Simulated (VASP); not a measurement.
Input of a VASP 6.6.1 run:

Contents of INCAR:

```
PREC     = Accurate       # precision mode
ENCUT    = 600            # plane-wave cutoff, eV
EDIFF    = 1E-6           # SCF threshold, eV
ISMEAR   = 0              # smearing method
SIGMA    = 0.1            # smearing width, eV
LREAL    = F              # projectors in reciprocal space
LASPH    = T              # aspherical terms in the spheres
NELM     = 120            # most SCF steps
ALGO     = Normal         # electronic algorithm
ISIF     = 2              # what is computed and relaxed
LWAVE    = F              # write WAVECAR
LCHARG   = T              # write CHGCAR
GGA      = PE             # functional
LELF     = T              # ELF
LVHAR    = T            
NBANDS   = 55             # bands
GGA_COMPAT= F
```

The input KPOINTS:

```
Automatic mesh
0
Gamma
  6 6 6
```

POSCAR

```
Ga2O3
1.0
    2.4912500000      1.4383238581      4.4776666667
   -2.4912500000      1.4383238581      4.4776666667
    0.0000000000     -2.8766477162      4.4776666667
Ga O
4 6
Direct
    0.3554000000      0.3554000000      0.3554000000
    0.1446000000      0.1446000000      0.1446000000
    0.6446000000      0.6446000000      0.6446000000
    0.8554000000      0.8554000000      0.8554000000
    0.5549000000      0.9451000000      0.2500000000
    0.2500000000      0.5549000000      0.9451000000
    0.9451000000      0.2500000000      0.5549000000
    0.4451000000      0.0549000000      0.7500000000
    0.7500000000      0.4451000000      0.0549000000
    0.0549000000      0.7500000000      0.4451000000
```

Potentials or basis: VASP PAW PBE potentials, release 64 (Ga_d, O).

Command:

```sh
$ cat potpaw_PBE.64/Ga_d/POTCAR potpaw_PBE.64/O/POTCAR > POTCAR
$ mpirun -np 1 vasp_std > vasp.out
```

(1) Estimate the largest force.

(2) What does it give for the pressure?

(3) Estimate the band gap on the k mesh.

## Answers

(1) 0.134 eV/Å.

(2) 10.5 GPa.

(3) 2.86 eV, indirect (least direct gap 3.12 eV).
